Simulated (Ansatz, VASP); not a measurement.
SiB3W in VASP and in Ansatz

The input INCAR:

```
PREC = Accurate
ENCUT = 500
EDIFF = 1E-7
ISMEAR = 0
SIGMA = 0.1
LREAL = F
LASPH = T
NELM = 120
ALGO = Normal
ISIF = 3
LWAVE = F
LCHARG = F
GGA = PE
IBRION = 2
NSW = 90
EDIFFG = -0.04
GGA_COMPAT = F
NELMIN = 4
```

KPOINTS

```
Automatic mesh
0
Gamma
  4 4 4
```

Contents of POSCAR:

```
SiB3W
1.0
    3.7408581500      0.0000000000      0.0000000000
    0.0000000000      3.7408581500      0.0000000000
    0.0000000000      0.0000000000      3.7408581500
Si B W
1 3 1
Direct
    0.5000000000      0.5000000000      0.5000000000
    0.0000000000      0.5000000000      0.5000000000
    0.5000000000      0.0000000000      0.5000000000
    0.5000000000      0.5000000000      0.0000000000
    0.0000000000      0.0000000000      0.0000000000
```

Input for Ansatz:

```yaml
crystal:
  lattice:
    - [3.74085815, 0.0, 0.0]
    - [0.0, 3.74085815, 0.0]
    - [0.0, 0.0, 3.74085815]
  atoms:
    - { symbol: Si, position: [0.5, 0.5, 0.5] }
    - { symbol: B, position: [0.0, 0.5, 0.5] }
    - { symbol: B, position: [0.5, 0.0, 0.5] }
    - { symbol: B, position: [0.5, 0.5, 0.0] }
    - { symbol: W, position: [0.0, 0.0, 0.0] }
basis:
  ecutwfc: 420
kpoints:
  mp_grid: { grid: [4, 4, 4] }
hamiltonian:
  xc: pbe
scf:
  occupations: { method: gaussian, width: 0.1 }
  lower_state_search: "off"
output:
  forces: true
  stress: true
  eigenvalues: true
relax:
  adjacent_minimum: "off"
  f_tol: 0.04
  max_steps: 70
  cell: { stress_tol: 0.4 }
```

Change from the starting cell: species swapped into the ScRh3C type (Pm-3m, No. 221).

Alike in both runs: task relaxation of cell and atoms; functional PBE; k mesh 4 × 4 × 4; occupations gaussian, width 0.1 eV; no spin polarisation.

|  | VASP | Ansatz |
| --- | --- | --- |
| version | VASP 6.6.1 | Ansatz 0.2.0 |
| potentials or method | VASP PAW PBE potentials, release 64 (Si, B, W_sv), cutoff 500 eV | scalar-relativistic, plane waves, PAW |
| valence electrons in the cell | 27 | 27 |

Ansatz gave:

| Item | Value |
| --- | --- |
| gap on the k mesh at the Fermi level, each at its own relaxed structure (eV) | none |
| relaxed volume (Å³/atom) | 11.21 |
| relaxed cell length with the largest relative difference (Å) | 3.827 |

Task: What did VASP give for the same quantities?

Result: gap on the k mesh at the Fermi level, each at its own relaxed structure (eV): none; relaxed volume (Å³/atom): 11.22; relaxed cell length with the largest relative difference (Å): 3.828.

A gap of «none» marks a metal or a gap that the smearing closes.

The k mesh is coarse, so the values compare programs but aren't converged. Neither program's run includes spin-orbit coupling. Noted on VASP's run: too few bands were computed for a metal, which touches its energy and stress.
